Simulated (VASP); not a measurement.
A run of VASP 6.6.1:

The input INCAR:

```
SYSTEM = Te2Mo
ALGO     = Normal         ! electronic algorithm
EDIFF    = 1E-6           ! SCF threshold, eV
ENCUT    = 520            ! plane-wave cutoff, eV
GGA      = PE             ! functional
ISIF     = 2              ! what is computed and relaxed
ISMEAR   = 0              ! smearing method
IVDW     = 12             ! dispersion correction
LASPH    = .TRUE.         ! aspherical terms in the spheres
LCHARG   = .FALSE.        ! write CHGCAR
LREAL    = .FALSE.        ! projectors in reciprocal space
LWAVE    = .FALSE.        ! write WAVECAR
NBANDS   = 35             ! bands
NELM     = 80             ! most SCF steps
PREC     = Accurate       ! precision mode
SIGMA    = 0.02           ! smearing width, eV
```

KPOINTS

```
k-points
0
G
  12 12 2
  0 0 0
```

The input POSCAR:

```
Te2Mo
1.0
    3.4412699444      0.0000000000      0.0000000000
   -1.7206349722      2.9802271932      0.0000000000
    0.0000000000      0.0000000000     13.2947515102
Te Mo
4 2
Direct
    0.3333333333      0.6666666667      0.6127842978
    0.6666666667      0.3333333333      0.1127842978
    0.3333333333      0.6666666667      0.8872157022
    0.6666666667      0.3333333333      0.3872157022
    0.3333333333      0.6666666667      0.2500000000
    0.6666666667      0.3333333333      0.7500000000
```

Potentials or basis: VASP PAW PBE potentials, release 64 (Te, Mo_sv).

The run is started by

```console
$ cat potpaw_PBE.64/Te/POTCAR potpaw_PBE.64/Mo_sv/POTCAR > POTCAR
$ mpirun -np 1 vasp_std > vasp.out
```

Hardware: 1 thread of Intel(R) Xeon(R) 6975P-C (Granite Rapids), with other jobs on the host.

Q: Estimate the wall time of this run.

A: It took 110 s on 1 thread of Intel(R) Xeon(R) 6975P-C (Granite Rapids), with other jobs on the host, peak memory 0.34 GiB. Counts: scf iterations 17, k points 38.
